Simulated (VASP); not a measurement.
# Sn32Te33 (a cell with a defect) in VASP: a series of runs

Sn32Te33 (a cell with a defect) is run at these levels: PBEsol, r2SCAN; tasks: single point.

All numbers are computed with VASP 6.6.1; they aren't measurements. Logs are shortened: lines on timing, memory, paths and dates and some standing lists are left out, and cuts for length are marked.

## (1) The cell of the first run

The cell holds a defect, 65 atoms: a = 12.569 Å, b = 12.569 Å, c = 12.569 Å, α = 90.00°, β = 90.00°, γ = 90.00°.

## (2) Single point, PBEsol

INCAR reads:

```
SYSTEM = Sn32Te33
PREC = Accurate
ENCUT = 520
EDIFF = 1E-6
ISMEAR = -1
SIGMA = 0.05
LREAL = Auto
LASPH = .True.
NELM = 100
ALGO = Normal
ISIF = 2
LWAVE = .False.
LCHARG = .False.
GGA = PS
NBANDS = 361
ISYM = 0
LUSENCCL = .False.
```

KPOINTS reads:

```
Automatic mesh
0
Gamma
  1 1 1
  0.25 0.25 0.25
```

POSCAR reads:

```
Sn32Te33
1.0
   12.5689980000      0.0000000000      0.0000000000
    0.0000000000     12.5689980000      0.0000000000
    0.0000000000      0.0000000000     12.5689980000
Te Sn
33 32
Direct
    0.2443450000      0.9996920000      0.9985520000
    0.2409370000      0.9987530000      0.4985360000
    0.2447380000      0.5001780000      0.9977950000
    0.2396770000      0.5039940000      0.4981200000
    0.7447170000      0.9987130000      0.9973630000
    0.7469570000      0.9943450000      0.4971690000
    0.7454330000      0.4986050000      0.9964260000
    0.7493930000      0.4997300000      0.4943840000
    0.9945840000      0.2494220000      0.9962510000
    0.9969570000      0.2489040000      0.4945370000
    0.9947950000      0.7495660000      0.9965120000
    0.9941970000      0.7497040000      0.4959870000
    0.4929990000      0.2488580000      0.9981400000
    0.5490910000      0.1859300000      0.5490750000
    0.4942890000      0.7496630000      0.9959050000
    0.4927650000      0.7455200000      0.4944780000
    0.9964470000      0.9997070000      0.2461690000
    0.9953840000      0.9986330000      0.7465320000
    0.9960670000      0.5002040000      0.2463010000
    0.9948200000      0.4985140000      0.7470310000
    0.4964390000      0.9993010000      0.2432510000
    0.4951640000      0.9940320000      0.7488860000
    0.4963220000      0.5042120000      0.2410570000
    0.4928860000      0.4989720000      0.7507130000
    0.2428910000      0.2492170000      0.2446620000
    0.2478330000      0.2470230000      0.7534540000
    0.2450870000      0.7511920000      0.2467350000
    0.2444790000      0.7481370000      0.7471510000
    0.7513780000      0.2476460000      0.2496550000
    0.7508640000      0.2493600000      0.7525320000
    0.7454990000      0.7487130000      0.2462620000
    0.7451890000      0.7489290000      0.7469810000
    0.4299120000      0.3199220000      0.4322790000
    0.9997980000      0.0063600000      0.0018470000
    0.9917180000      0.0025540000      0.5007070000
    0.0027390000      0.5070040000      0.0043930000
    0.0021330000      0.5063100000      0.5050900000
    0.4986710000      0.0027750000      0.9940410000
    0.4816540000      0.9781350000      0.4843630000
    0.5034160000      0.5064330000      0.0035920000
    0.5147630000      0.5164000000      0.5162530000
    0.2488810000      0.2570380000      0.0055900000
    0.2295340000      0.2439270000      0.5164340000
    0.2504260000      0.7563290000      0.0040710000
    0.2470880000      0.7493430000      0.5037880000
    0.7516800000      0.2555600000      0.0039150000
    0.7643160000      0.2616910000      0.5049720000
    0.7519170000      0.7566630000      0.0036440000
    0.7509670000      0.7556970000      0.5041680000
    0.2495000000      0.0083720000      0.2517010000
    0.2520600000      0.0039270000      0.7543640000
    0.2526660000      0.5087980000      0.2544460000
    0.2507260000      0.5050510000      0.7550510000
    0.7520040000      0.0047060000      0.2541730000
    0.7515980000      0.0059820000      0.7537210000
    0.7531890000      0.5057580000      0.2522950000
    0.7539350000      0.5070690000      0.7557010000
    0.0037280000      0.2571120000      0.2505170000
    0.0021250000      0.2553560000      0.7535450000
    0.0022540000      0.7563930000      0.2522220000
    0.0017190000      0.7564650000      0.7537320000
    0.5139900000      0.2452840000      0.2311930000
    0.5033050000      0.2604040000      0.7650360000
    0.5019980000      0.7500760000      0.2488970000
    0.5022170000      0.7552550000      0.7527740000
```

Potentials or basis: VASP PAW PBE potentials, release 64 (Te, Sn_d).

Launch:

```bash
$ cat potpaw_PBE.64/Te/POTCAR potpaw_PBE.64/Sn_d/POTCAR > POTCAR
$ mpirun -np 1 vasp_std > vasp.out
```

OUTCAR:

```text
SYSTEM = Sn32Te33
   PREC = Accurate
   ENCUT = 520
   EDIFF = 1E-6
   ISMEAR = -1
   LREAL = Auto
   LASPH = .True.
   NELM = 100
   ISIF = 2
   GGA = PS
   ISYM = 0

 ion  position               nearest neighbor table
   1  0.244  1.000  0.999-  44 3.06  51 3.07  34 3.08  50 3.18  38 3.20  42 3.24
   2  0.241  0.999  0.499-  39 3.04  43 3.09  50 3.11  35 3.13  45 3.14  51 3.22
   3  0.245  0.500  0.998-  36 3.04  53 3.05  42 3.06  44 3.22  52 3.23  40 3.25
   4  0.240  0.504  0.498-  37 2.99  52 3.07  45 3.09  53 3.23  43 3.28  33 3.43  41 3.47
   5  0.745  0.999  0.997-  48 3.04  55 3.06  38 3.09  34 3.21  54 3.23  46 3.23
   6  0.747  0.994  0.497-  49 3.00  54 3.06  35 3.08  55 3.23  39 3.34  47 3.37  14 3.52
   7  0.745  0.499  0.996-  57 3.03  40 3.04  46 3.06  56 3.22  36 3.24  48 3.25
   8  0.749  0.500  0.494-  41 2.97  47 3.00  56 3.04  37 3.18  49 3.22  57 3.29
   9  0.995  0.249  0.996-  59 3.05  46 3.06  34 3.06  58 3.20  42 3.20  36 3.24
  10  0.997  0.249  0.495-  47 2.93  43 2.94  58 3.07  35 3.10  37 3.24  59 3.26
  11  0.995  0.750  0.997-  36 3.05  61 3.05  48 3.06  44 3.22  60 3.22  34 3.23
  12  0.994  0.750  0.496-  49 3.06  37 3.06  60 3.07  35 3.18  45 3.18  61 3.24
  13  0.493  0.249  0.998-  63 2.94  62 2.94  42 3.07  38 3.09  40 3.24  46 3.25
  14  0.549  0.186  0.549-  33 2.69  39 2.86  47 2.92  63 2.93   6 3.52  22 3.55
  15  0.494  0.750  0.996-  65 3.06  40 3.06  44 3.07  64 3.18  38 3.18  48 3.24
  16  0.493  0.746  0.494-  41 2.91  39 2.93  64 3.09  45 3.09  49 3.25  65 3.25
  17  0.996  1.000  0.246-  60 3.06  34 3.07  54 3.07  50 3.18  35 3.20  58 3.24
[... 46 lines left out ...]
  64  0.502  0.750  0.249-  31 3.06  16 3.09  23 3.09  21 3.13  15 3.18  27 3.23
  65  0.502  0.755  0.753-  22 3.00  32 3.06  15 3.06  24 3.22  28 3.24  16 3.25

IMPORTANT INFORMATION: All symmetrisations will be switched off!
NOSYMM: (Re-)initialisation of all symmetry stuff for point group C_1.

----------------------------------------------------------------------------------------

                                     Primitive cell

  volume of cell :    1985.6467

  direct lattice vectors                    reciprocal lattice vectors
    12.568998000  0.000000000  0.000000000     0.079560837  0.000000000  0.000000000
     0.000000000 12.568998000  0.000000000     0.000000000  0.079560837  0.000000000
     0.000000000  0.000000000 12.568998000     0.000000000  0.000000000  0.079560837

  length of vectors
    12.568998000 12.568998000 12.568998000     0.079560837  0.079560837  0.079560837

  position of ions in fractional coordinates (direct lattice)
     0.244345000  0.999692000  0.998552000
     0.240937000  0.998753000  0.498536000
     0.244738000  0.500178000  0.997795000
     0.239677000  0.503994000  0.498120000
     0.744717000  0.998713000  0.997363000
     0.746957000  0.994345000  0.497169000
[... 57 lines left out ...]
     0.501998000  0.750076000  0.248897000
     0.502217000  0.755255000  0.752774000

  ion indices of the primitive-cell ions
   primitive index   ion index
                 1           1
                 2           2
                 3           3
                 4           4
                 5           5
                 6           6
[... 57 lines left out ...]
                64          64
                65          65

----------------------------------------------------------------------------------------

 KPOINTS: Automatic mesh

Automatic generation of k-mesh.
 Grid dimensions read from file:
 generate k-points for:    1    1    1

 Generating k-lattice:

  Cartesian coordinates                     Fractional coordinates (reciprocal lattice)
     0.079560837  0.000000000  0.000000000     1.000000000  0.000000000  0.000000000
     0.000000000  0.079560837  0.000000000     0.000000000  1.000000000  0.000000000
     0.000000000  0.000000000  0.079560837     0.000000000  0.000000000  1.000000000

  Length of vectors
     0.079560837  0.079560837  0.079560837

  Shift w.r.t. Gamma in fractional coordinates (k-lattice)
[... 41 lines left out ...]
 non-spin polarized calculation
  energy-cutoff  :      520.00
  volume of cell :     1985.65
 maximum number of plane-waves:     53388
 NGX is ok and might be reduce to    96
   NGX = 47   NGY = 47   NGZ = 47

 number of electron     645.9999988 magnetization

 Free energy of the ion-electron system (eV)
  ---------------------------------------------------
  ext. energy  EPLUGINS =         0.00000000
  ---------------------------------------------------
  free energy    TOTEN  =      -267.34075698 eV

  energy without entropy =     -267.33388427  energy(sigma->0) =     -267.33732063

 E-fermi :   7.1851     XC(G=0):  -9.7465

 val. band max:        6.9315142685   @ k =  -0.2500  -0.2500   0.2500
 cond. band min:       7.4358075170   @ k =   0.2500  -0.2500   0.2500
 fundamental gap:      0.5042932485
 Fermi energy:         7.1850812025

 k-point     1 :       0.2500    0.2500    0.2500
  band No.  band energies     occupation
      1     -14.7002      2.00000
      2     -14.6997      2.00000
      3     -14.6967      2.00000
      4     -14.6943      2.00000
      5     -14.6941      2.00000
      6     -14.6931      2.00000
[... 327 lines left out ...]
    334       7.9419      0.00000
    335       7.9780      0.00000

 k-point     2 :      -0.2500    0.2500    0.2500
  band No.  band energies     occupation
      1     -14.7002      2.00000
      2     -14.6997      2.00000
      3     -14.6967      2.00000
      4     -14.6944      2.00000
      5     -14.6941      2.00000
      6     -14.6929      2.00000
[... 327 lines left out ...]
    334       7.9117      0.00000
    335       7.9320      0.00000

 k-point     3 :      -0.2500   -0.2500    0.2500
  band No.  band energies     occupation
      1     -14.7002      2.00000
      2     -14.6997      2.00000
      3     -14.6967      2.00000
      4     -14.6944      2.00000
      5     -14.6941      2.00000
      6     -14.6929      2.00000
[... 327 lines left out ...]
    334       7.9127      0.00000
    335       7.9318      0.00000

 k-point     4 :       0.2500   -0.2500    0.2500
  band No.  band energies     occupation
      1     -14.7002      2.00000
      2     -14.6997      2.00000
      3     -14.6967      2.00000
      4     -14.6944      2.00000
      5     -14.6942      2.00000
      6     -14.6930      2.00000
[... 327 lines left out ...]
    334       7.9262      0.00000
    335       7.9309      0.00000
 [bands above 335 left out]

------------------------ aborting loop because EDIFF is reached ----------------------------------------

  FORCE on cell =-STRESS in cart. coord.  units (eV):
  Direction    XX          YY          ZZ          XY          YZ          ZX
  --------------------------------------------------------------------------------------
  -------------------------------------------------------------------------------------
  Total       23.6799223     24.3526840     23.3565726     -0.4584202     -0.4337267      1.7717631
  in kB       19.1068407     19.6496783     18.8459366     -0.3698898     -0.3499651      1.4295991
  external PRESSURE =      19.2008185 kB  Pullay stress =       0.0000000 kB

 VOLUME and BASIS-vectors are now :
 -----------------------------------------------------------------------------
  energy-cutoff  :      520.00
  volume of cell :     1985.65
      direct lattice vectors                 reciprocal lattice vectors
    12.568998000  0.000000000  0.000000000     0.079560837  0.000000000  0.000000000
     0.000000000 12.568998000  0.000000000     0.000000000  0.079560837  0.000000000
     0.000000000  0.000000000 12.568998000     0.000000000  0.000000000  0.079560837

 POSITION                                       TOTAL-FORCE (eV/Angst)
 -----------------------------------------------------------------------------------
      3.07117     12.56513     12.55080         0.041708      0.054286      0.008697
      3.02834     12.55332      6.26610         0.029383      0.021130     -0.023084
      3.07611      6.28674     12.54128         0.065270      0.053764      0.049159
      3.01250      6.33470      6.26087         0.083520     -0.011396      0.074340
      9.36035     12.55282     12.53585         0.031830      0.057333      0.027391
      9.38850     12.49792      6.24892        -0.039605      0.079967      0.032577
[... 57 lines left out ...]
      6.30961      9.42770      3.12839        -0.043970      0.001315     -0.033162
      6.31236      9.49280      9.46161        -0.060939     -0.070436     -0.038398
 -----------------------------------------------------------------------------------
    total drift:                                0.100363     -0.073311      0.018723

  FREE ENERGIE OF THE ION-ELECTRON SYSTEM (eV)
  ---------------------------------------------------
  free  energy   TOTEN  =      -267.3407569830 eV

  energy  without entropy=     -267.3338842744  energy(sigma->0) =     -267.33732063
```

Wall time 3.1 min (1 × NVIDIA H100 80GB with 1 thread of AMD EPYC 7R13 (Zen 3), shared host); peak memory 3.1 GiB.

What came out:

| Quantity | Value |
| --- | --- |
| Free energy | -267.3408 eV |
| Pressure | 1.9 GPa |
| Largest force | 0.179 eV/Å |
| Band gap on the k mesh | 0.50 eV |

Forces on the atoms (eV/Å):
```
Te   0.042  0.054  0.009
Te   0.029  0.021 -0.023
Te   0.065  0.054  0.049
Te   0.084 -0.011  0.074
Te   0.032  0.057  0.027
Te  -0.040  0.080  0.033
Te   0.059  0.064  0.059
Te   0.064  0.087  0.139
Te   0.038  0.049  0.036
Te  -0.001  0.038  0.059
Te   0.053  0.051  0.049
Te   0.039  0.028  0.053
Te   0.052  0.043  0.003
Te   0.021  0.050  0.032
Te   0.060  0.030  0.032
Te   0.035  0.034  0.038
Te   0.005  0.057  0.042
Te   0.030  0.053  0.025
Te   0.049  0.056  0.066
Te   0.064  0.068  0.055
Te  -0.024  0.025  0.036
Te   0.033  0.081 -0.033
Te   0.076 -0.002  0.090
Te   0.139  0.086  0.073
Te   0.007  0.091  0.003
Te   0.087  0.064 -0.006
Te   0.044  0.045  0.040
Te   0.056  0.041  0.045
Te  -0.009  0.068  0.096
Te   0.060  0.052  0.067
Te   0.048  0.038  0.052
Te   0.049  0.065  0.046
Te   0.015 -0.022  0.014
Sn  -0.049 -0.049 -0.043
Sn   0.010 -0.020 -0.003
Sn  -0.058 -0.064 -0.054
Sn  -0.059 -0.056 -0.102
Sn  -0.001 -0.008  0.003
Sn   0.043 -0.059  0.028
Sn  -0.099 -0.048 -0.063
Sn  -0.082  0.023 -0.086
Sn  -0.069 -0.084 -0.006
Sn  -0.010 -0.012 -0.030
Sn  -0.039 -0.055 -0.054
Sn  -0.041  0.005 -0.042
Sn  -0.033 -0.054 -0.036
Sn  -0.025 -0.082 -0.125
Sn  -0.064 -0.067 -0.036
Sn  -0.046 -0.069 -0.066
Sn  -0.010 -0.067 -0.009
Sn  -0.044 -0.057 -0.029
Sn  -0.039 -0.086 -0.046
Sn  -0.068 -0.041 -0.071
Sn  -0.035 -0.056 -0.037
Sn  -0.034 -0.048 -0.029
Sn  -0.051 -0.044 -0.064
Sn  -0.085 -0.058 -0.090
Sn  -0.006 -0.078 -0.062
Sn  -0.043 -0.049 -0.023
Sn  -0.048 -0.057 -0.031
Sn  -0.047 -0.068 -0.052
Sn  -0.006 -0.025 -0.008
Sn  -0.119 -0.092 -0.041
Sn  -0.044  0.001 -0.033
Sn  -0.061 -0.070 -0.038
```

Caveat: the PAW data sets were made with another functional, which shifts forces and pressure a little; spin-orbit coupling is left out, which moves the levels of the heavy elements.

(Continued in part 2 of 2.)
